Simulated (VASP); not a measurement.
# Al in VASP: further runs

Runs on Al. Level: PBE. Tasks: single point, relaxation of cell and atoms.

Everything below comes from runs of VASP 6.6.1. Logs are shortened: lines on timing, memory, paths and dates and some standing lists are left out, and cuts for length are marked.

### Step 1. The cell of the first run

The typed cell holds 2 atoms: a = 2.850 Å, b = 2.850 Å, c = 4.731 Å, α = 90.00°, β = 90.00°, γ = 119.99°.

This isn't the form of Al at room conditions, which is fcc.

### Step 2. Single point, PBE

INCAR reads:

```
SYSTEM = Al
  PREC = Accurate
  ENCUT = 520
  EDIFF = 1E-6
  ISMEAR = 0
  SIGMA = 0.1
  LREAL = .FALSE.
  LASPH = .TRUE.
  NELM = 60
  ALGO = Fast
  ISIF = 2
  LWAVE = .FALSE.
  LCHARG = .FALSE.
  GGA = PE
  NBANDS = 10
```

KPOINTS reads:

```
Automatic mesh
0
G
  22 22 12
  0 0 0
```

POSCAR reads:

```
Al
1.0
    1.4252671375     -2.4683694288      0.0000000000
    1.4252671375      2.4683694288      0.0000000000
    0.0000000000      0.0000000000      4.7307345142
Al
2
Direct
    0.6666624241      0.3333375759      0.7500000000
    0.3333375759      0.6666624241      0.2500000000
```

Potentials or basis: VASP PAW PBE potentials, release 64 (Al).

On the command line:

```console
cat potpaw_PBE.64/Al/POTCAR > POTCAR
mpirun -np 1 vasp_std > vasp.out
```

OUTCAR:

```text
SYSTEM = Al
   PREC = Accurate
   ENCUT = 520
   EDIFF = 1E-6
   ISMEAR = 0
   LREAL = .FALSE.
   LASPH = .TRUE.
   NELM = 60
   ISIF = 2
   GGA = PE

 ion  position               nearest neighbor table
   1  0.667  0.333  0.750-   2 2.88   2 2.88   2 2.88   2 2.88   2 2.88   2 2.88
   2  0.333  0.667  0.250-   1 2.88   1 2.88   1 2.88   1 2.88   1 2.88   1 2.88

  LATTYP: Found a base centered orthorhombic cell.
 ALAT       =     2.8505342750
 B/A-ratio  =     1.7318644090
 C/A-ratio  =     1.6595957311

  Lattice vectors:

 A1 = (   1.4252671375,  -2.4683694288,   0.0000000000)
 A2 = (   1.4252671375,   2.4683694288,   0.0000000000)
 A3 = (   0.0000000000,   0.0000000000,   4.7307345142)

Analysis of symmetry for initial positions (statically):
=====================================================================
 Subroutine PRICEL returns:
 Original cell was already a primitive cell.

 Routine SETGRP: Setting up the symmetry group for a
 base centered orthorhombic supercell.

 Subroutine GETGRP returns: Found  8 space group operations
 (whereof  4 operations were pure point group operations)
 out of a pool of  8 trial point group operations.

The static configuration has the point symmetry C_2h.
 The point group associated with its full space group is D_2h.

Analysis of symmetry for dynamics (positions and initial velocities):
=====================================================================
 Subroutine PRICEL returns:
 Original cell was already a primitive cell.

 Routine SETGRP: Setting up the symmetry group for a
 base centered orthorhombic supercell.

 Subroutine GETGRP returns: Found  8 space group operations
 (whereof  4 operations were pure point group operations)
 out of a pool of  8 trial point group operations.

The dynamic configuration has the point symmetry C_2h.
 The point group associated with its full space group is D_2h.

 Subroutine INISYM returns: Found  8 space group operations
 (whereof  4 operations are pure point group operations),
 and found     1 'primitive' translations

----------------------------------------------------------------------------------------

                                     Primitive cell

  volume of cell :      33.2863

  direct lattice vectors                    reciprocal lattice vectors
     1.425267137 -2.468369429  0.000000000     0.350811428 -0.202562872  0.000000000
     1.425267137  2.468369429  0.000000000     0.350811428  0.202562872  0.000000000
     0.000000000  0.000000000  4.730734514     0.000000000  0.000000000  0.211383665

  length of vectors
     2.850304203  2.850304203  4.730734514     0.405093045  0.405093045  0.211383665

  position of ions in fractional coordinates (direct lattice)
     0.666662424  0.333337576  0.750000000
     0.333337576  0.666662424  0.250000000

  ion indices of the primitive-cell ions
   primitive index   ion index
                 1           1
                 2           2

----------------------------------------------------------------------------------------

 KPOINTS: Automatic mesh

Automatic generation of k-mesh.
 Grid dimensions read from file:
 generate k-points for:   22   22   12

 Generating k-lattice:

  Cartesian coordinates                     Fractional coordinates (reciprocal lattice)
     0.015945974 -0.009207403  0.000000000     0.045454545  0.000000000  0.000000000
     0.015945974  0.009207403  0.000000000     0.000000000  0.045454545  0.000000000
     0.000000000  0.000000000  0.017615305     0.000000000  0.000000000  0.083333333

  Length of vectors
     0.018413320  0.018413320  0.017615305

  Shift w.r.t. Gamma in fractional coordinates (k-lattice)
     0.000000000  0.000000000  0.000000000

 Subroutine IBZKPT returns following result:
 ===========================================

 Found    931 irreducible k-points:

 Following reciprocal coordinates:
            Coordinates               Weight
  0.000000  0.000000  0.000000      1.000000
  0.045455  0.000000  0.000000      4.000000
  0.090909  0.000000  0.000000      4.000000
  0.136364  0.000000  0.000000      4.000000
  0.181818  0.000000  0.000000      4.000000
  0.227273  0.000000  0.000000      4.000000
[... 16 lines left out ...]
  0.500000  0.045455  0.000000      4.000000
 -0.454545  0.045455  0.000000      4.000000
 [... further k-points ...]
   k-points           NKPTS =    931   k-points in BZ     NKDIM =    931   number of bands    NBANDS=     10
   number of dos      NEDOS =    301   number of ions     NIONS =      2
   total plane-waves  NPLWV =  20736
   dimension x,y,z NGX =    24 NGY =   24 NGZ =   36
   dimension x,y,z NGXF=    48 NGYF=   48 NGZF=   72
   ions per type =               2
   NGX,Y,Z   is equivalent  to a cutoff of  14.00, 14.00, 12.65 a.u.
   NGXF,Y,Z  is equivalent  to a cutoff of  28.00, 28.00, 25.30 a.u.
 SYSTEM =  Al
   PREC   = accura    normal or accurate (medium, high low for compatibility)
[... 66 lines left out ...]
  band No.  band energies     occupation
      1      -3.1671      2.00000
      2       3.2712      2.00000
      3       3.3411      2.00000
      4      18.6687      0.00000
      5      18.6711      0.00000
      6      19.0472      0.00000
      7      19.0502      0.00000
      8      19.7598      0.00000
      9      21.6059      0.00000
     10      22.0510      0.00000

 k-point     2 :       0.0455    0.0000    0.0000
  band No.  band energies     occupation
      1      -3.1169      2.00000
      2       3.3179      2.00000
      3       3.3902      2.00000
      4      17.4544      0.00000
      5      17.9352      0.00000
      6      18.9574      0.00000
      7      19.8705      0.00000
      8      20.3216      0.00000
      9      21.5925      0.00000
     10      22.4989      0.00000

 k-point     3 :       0.0909    0.0000    0.0000
  band No.  band energies     occupation
      1      -2.9665      2.00000
      2       3.4579      2.00000
      3       3.5373      2.00000
      4      15.7801      0.00000
      5      17.1254      0.00000
      6      18.3999      0.00000
      7      20.5630      0.00000
      8      20.9309      0.00000
      9      21.2492      0.00000
     10      21.7415      0.00000

 k-point     4 :       0.1364    0.0000    0.0000
  band No.  band energies     occupation
      1      -2.7161      2.00000
      2       3.6912      2.00000
      3       3.7813      2.00000
      4      14.0797      0.00000
      5      16.3966      0.00000
      6      17.7039      0.00000
      7      19.7210      0.00000
      8      19.9091      0.00000
      9      21.5674      0.00000
     10      21.6051      0.00000

 k-point     5 :       0.1818    0.0000    0.0000
  band No.  band energies     occupation
      1      -2.3664      2.00000
      2       4.0178      2.00000
      3       4.1202      2.00000
      4      12.4203      0.00000
      5      15.7533      0.00000
      6      16.9255      0.00000
      7      18.3318      0.00000
      8      18.5340      0.00000
      9      21.0788      0.00000
     10      21.7211      0.00000

 k-point     6 :       0.2273    0.0000    0.0000
  band No.  band energies     occupation
      1      -1.9180      2.00000
      2       4.4376      2.00000
      3       4.5500      2.00000
      4      10.8276      0.00000
      5      15.1962      0.00000
      6      16.0062      0.00000
      7      16.7685      0.00000
      8      17.4958      0.00000
      9      20.5886      0.00000
     10      21.1554      0.00000
[... 183 lines left out ...]
 k-point    21 :       0.4091    0.0455    0.0000
  band No.  band energies     occupation
      1       1.3239      2.00000
      2       4.4646      2.00000
      3       7.4873      2.00000
      4       7.8258      1.71239
      5      10.7052      0.00000
      6      10.7990      0.00000
      7      12.9913      0.00000
      8      16.3056      0.00000
      9      18.6473      0.00000
     10      18.8110      0.00000

 k-point    22 :       0.4545    0.0455    0.0000
  band No.  band energies     occupation
      1       2.2851      2.00000
      2       3.3499      2.00000
      3       8.3233      0.00000
      4       8.6564      0.00000
      5       9.6837      0.00000
      6       9.8133      0.00000
      7      12.8757      0.00000
      8      16.2110      0.00000
      9      18.5704      0.00000
     10      18.7153      0.00000

 k-point    23 :       0.5000    0.0455    0.0000
  band No.  band energies     occupation
      1       2.2852      2.00000
      2       3.3498      2.00000
      3       8.3234      0.00000
      4       8.6565      0.00000
      5       9.6836      0.00000
      6       9.8132      0.00000
      7      12.8757      0.00000
      8      16.2109      0.00000
      9      18.5706      0.00000
     10      18.7155      0.00000

 k-point    24 :      -0.4545    0.0455    0.0000
  band No.  band energies     occupation
      1       1.3241      2.00000
      2       4.4644      2.00000
      3       7.4874      2.00000
      4       7.8259      1.71172
      5      10.7050      0.00000
      6      10.7990      0.00000
      7      12.9916      0.00000
      8      16.3052      0.00000
      9      18.6477      0.00000
     10      18.8114      0.00000

 [... further k-points ...]
[... 5 lines left out ...]
  --------------------------------------------------------------------------------------
  -------------------------------------------------------------------------------------
  Total       -0.0015855      0.0001776     -0.0125489      0.0000000      0.0000000      0.0000000
  in kB       -0.0763153      0.0085461     -0.6040188      0.0000000      0.0000000      0.0000000
  external PRESSURE =      -0.2239293 kB  Pullay stress =       0.0000000 kB

 VOLUME and BASIS-vectors are now :
 -----------------------------------------------------------------------------
  energy-cutoff  :      520.00
  volume of cell :       33.29
      direct lattice vectors                 reciprocal lattice vectors
     1.425267137 -2.468369429  0.000000000     0.350811428 -0.202562872  0.000000000
     1.425267137  2.468369429  0.000000000     0.350811428  0.202562872  0.000000000
     0.000000000  0.000000000  4.730734514     0.000000000  0.000000000  0.211383665

 POSITION                                       TOTAL-FORCE (eV/Angst)
 -----------------------------------------------------------------------------------
      1.42527     -0.82277      3.54805         0.000000     -0.000051      0.000000
      1.42527      0.82277      1.18268         0.000000      0.000051      0.000000
 -----------------------------------------------------------------------------------
    total drift:                                0.000000      0.000000     -0.000000

  FREE ENERGIE OF THE ION-ELECTRON SYSTEM (eV)
  ---------------------------------------------------
  free  energy   TOTEN  =        -7.4303742492 eV

  energy  without entropy=       -7.4265757475  energy(sigma->0) =       -7.42847500
```

It took 4.1 min on 1 thread of Intel Xeon 8259CL, shared host; peak memory 0.35 GiB.

Results:

- Free energy: -7.4304 eV
- Pressure: 0.0 GPa
- Band gap on the k mesh: zero (bands 3 and 4 overlap by 7.24 eV)

Levels at points of the mesh, in eV from the Fermi level:
```
           k point  band 1  band 2  band 3  band 4  band 5  band 6  band 7
(0.00, 0.00, 0.00)  -11.07   -4.63   -4.56   10.77   10.77   11.15   11.15
(0.50, 0.00, 0.00)   -5.22   -5.04    0.61    0.98    1.50    1.63    5.76
(0.50, 0.50, 0.00)   -5.22   -5.04    0.61    0.98    1.50    1.63    5.75
(0.00, 0.00, 0.50)   -9.42   -9.42    3.14    3.14   11.97   11.97   11.98
(0.50, 0.00, 0.50)   -3.87   -3.87   -3.17   -3.17    7.17    7.17    7.56
(0.50, 0.50, 0.50)   -3.86   -3.86   -3.17   -3.17    7.17    7.17    7.56
```

### Step 3. Single point, PBE

INCAR reads:

```
ALGO = Fast
EDIFF = 1E-6
ENCUT = 520
GGA = PE
ISIF = 2
ISMEAR = 0
LASPH = True
LCHARG = False
LREAL = False
LWAVE = False
NBANDS = 10
NELM = 100
PREC = Accurate
SIGMA = 0.1
```

KPOINTS reads:

```
k-points
0
Gamma
  22 22 12
```

POSCAR reads:

```
Al
1.0
    1.4250561805     -2.4692873289      0.0000000000
    1.4250561805      2.4692873289      0.0000000000
    0.0000000000      0.0000000000      4.7297219631
Al
2
Direct
    0.3332908935      0.6667091065      0.7500000000
    0.6667091065      0.3332908935      0.2500000000
```

Potentials or basis: VASP PAW PBE potentials, release 64 (Al).

On the command line:

```console
cat potpaw_PBE.64/Al/POTCAR > POTCAR
mpirun -np 1 vasp_std > vasp.out
```

Wall time 4.1 min (1 thread of Intel Xeon 8259CL, shared host); peak memory 0.35 GiB.

It converged, with:

```yaml
Free_energy: -7.4304 eV
Pressure: 0.0 GPa
Band_gap_on_the_k_mesh: zero (bands 3 and 4 overlap by 7.24 eV)
```

Levels at points of the mesh, in eV from the Fermi level:
```
           k point  band 1  band 2  band 3  band 4  band 5  band 6  band 7
(0.00, 0.00, 0.00)  -11.07   -4.63   -4.56   10.76   10.77   11.14   11.15
(0.50, 0.00, 0.00)   -5.22   -5.04    0.62    0.99    1.50    1.64    5.75
(0.50, 0.50, 0.00)   -5.22   -5.04    0.61    0.98    1.50    1.63    5.76
(0.00, 0.00, 0.50)   -9.42   -9.42    3.14    3.14   11.97   11.97   11.98
(0.50, 0.00, 0.50)   -3.86   -3.86   -3.17   -3.17    7.16    7.16    7.56
(0.50, 0.50, 0.50)   -3.87   -3.87   -3.17   -3.17    7.17    7.17    7.56
```

### Step 4. Relaxation of cell and atoms, PBE

This run uses another cell than the first one: it holds 4 atoms, not 2.

INCAR reads:

```
SYSTEM = Al
ALGO     = Normal         ! electronic algorithm
EDIFF    = 1E-7           ! SCF threshold, eV
EDIFFG   = -0.025         ! ionic threshold
ENCUT    = 600            ! plane-wave cutoff, eV
GGA      = PE             ! functional
IBRION   = 2              ! ionic algorithm
ISIF     = 3              ! what is computed and relaxed
ISMEAR   = 0              ! smearing method
LASPH    = .TRUE.         ! aspherical terms in the spheres
LCHARG   = .FALSE.        ! write CHGCAR
LREAL    = .FALSE.        ! projectors in reciprocal space
LWAVE    = .FALSE.        ! write WAVECAR
NELM     = 100            ! most SCF steps
NSW      = 80             ! ionic steps
PREC     = Accurate       ! precision mode
SIGMA    = 0.2            ! smearing width, eV
```

KPOINTS reads:

```
k-points
0
G
  8 6 4
  0 0 0
```

POSCAR reads:

```
Al
1.0
    1.4030212550      2.4826432335     -0.0176444798
    0.0461062655      0.0071940628     -4.6896831757
   -4.2271355299      2.4930780947      0.0379187693
Al
4
Direct
   -0.0083771102      0.2424428144      0.6709799830
    0.4961974157      0.2392856877      0.1651328443
    0.5040003647      0.7549000960      0.8495985123
    1.0081793298      0.7633714019      0.3142886603
```

On the command line:

```console
cat potpaw_PBE.64/Al/POTCAR > POTCAR
mpirun -np 1 vasp_std > vasp.out
```

Run time: 8 min. Hardware: 1 thread of Intel Xeon 8259CL, shared host; peak memory 0.23 GiB.

The run converged. Its results:

```yaml
Free_energy: -14.8935 eV
Relaxed_volume: 16.66 Å³/atom
Relaxed_cell: a = 2.821 Å, b = 4.661 Å, c = 5.070 Å, α = 90.00°, β = 90.10°, γ = 89.98°
Space_group_after_relaxing_to_0.1_Å: Cmcm (No. 63)
Energy_gained_by_relaxing: 37.5 meV/atom
Ionic_steps: 12
Pressure_after_relaxing: -0.1 GPa
Largest_force_after_relaxing: 0.007 eV/Å
Band_gap_on_the_k_mesh: zero (bands 6 and 7 overlap by 6.21 eV)
```

Forces in eV/Å, atoms in the order of the input:
```
Al   0.006 -0.004  0.001
Al  -0.002  0.002  0.000
Al  -0.001  0.003  0.004
Al  -0.002 -0.001 -0.005
```

The path:
```
step  energy change (eV)  largest force (eV/Å)  pressure (GPa)  volume (Å³)
   1              0.0000                0.9771            1.97        65.61
   2             -0.1048                0.4574           -0.80        67.54
   3             -0.1192                0.2222           -2.08        68.72
   4             -0.1454                0.0691           -0.24        66.87
   5             -0.1457                0.0803           -0.01        66.66
   6             -0.1486                0.0564            0.02        66.60
   7             -0.1486                0.0531            0.03        66.59
   8             -0.1492                0.0380            0.00        66.61
   9             -0.1495                0.0401           -0.06        66.67
  10             -0.1499                0.0320            0.01        66.60
  11             -0.1500                0.0263            0.07        66.54
  12             -0.1501                0.0066           -0.06        66.65
```

Final structure:
```cif
data_structure
_symmetry_space_group_name_H-M 'P 1'
_symmetry_Int_Tables_number 1
_cell_length_a 2.8210
_cell_length_b 4.6608
_cell_length_c 5.0696
_cell_angle_alpha 89.995
_cell_angle_beta 90.101
_cell_angle_gamma 89.978
_cell_volume 66.65
loop_
_atom_site_label
_atom_site_type_symbol
_atom_site_fract_x
_atom_site_fract_y
_atom_site_fract_z
_atom_site_occupancy
Al1 Al 0.99974 0.25010 0.66582 1
Al2 Al 0.49992 0.24992 0.16558 1
Al3 Al 0.49982 0.75022 0.83427 1
Al4 Al 0.00051 0.74976 0.33432 1
```

Levels at points of the mesh, in eV from the Fermi level:
| k point | band 3 | band 4 | band 5 | band 6 | band 7 | band 8 | band 9 | band 10 |
| --- | --- | --- | --- | --- | --- | --- | --- | --- |
| (0.00, 0.00, 0.00) | -5.20 | -4.45 | -4.22 | 0.43 | 1.09 | 1.45 | 1.57 | 6.21 |
| (0.50, 0.00, 0.00) | -1.38 | -1.38 | -0.80 | -0.80 | -0.16 | -0.15 | 0.73 | 0.73 |
| (0.00, 0.50, 0.00) | -4.02 | -4.02 | -3.39 | -3.39 | 3.61 | 3.61 | 7.66 | 7.66 |
| (0.50, 0.50, 0.00) | -4.80 | -4.80 | 0.40 | 0.41 | 0.41 | 0.41 | 1.04 | 1.04 |
| (0.00, 0.00, 0.50) | -3.12 | -3.11 | -2.84 | -2.84 | 1.55 | 1.55 | 7.42 | 7.43 |
| (0.50, 0.00, 0.50) | -4.97 | -4.96 | 0.79 | 0.81 | 1.32 | 1.34 | 1.66 | 1.68 |
| (0.00, 0.50, 0.50) | -7.89 | -7.89 | 2.95 | 2.95 | 2.95 | 2.95 | 5.06 | 5.07 |
| (0.50, 0.50, 0.50) | -3.74 | -3.74 | -3.04 | -3.03 | -3.02 | -3.01 | 6.65 | 6.65 |

### Step 5. Summary

```tsv
task	cell	k mesh	cutoff (eV)	smearing	gap on the mesh (eV)	pressure (GPa)
single point	a = 2.850, b = 2.850, c = 4.731 Å, angles 90.0, 90.0, 120.0°, 2 atoms, atomic positions A	22 × 22 × 12	520	gaussian 0.1 eV	none	0.0
single point	a = 2.851, b = 2.851, c = 4.730 Å, angles 90.0, 90.0, 120.0°, 2 atoms, atomic positions A	22 × 22 × 12	520	gaussian 0.1 eV	none	0.0
relaxation of cell and atoms	relaxed from a = 2.852, b = 4.690, c = 4.908 Å, angles 90.9, 88.9, 89.3°, 4 atoms, atomic positions B	8 × 6 × 4	600	gaussian 0.2 eV	none	-0.1
```

Alike in all rows: level PBE; potentials or basis VASP PAW PBE potentials, release 64 (Al); no spin polarisation.

Absolute energies hang on the potentials; compare differences alone.
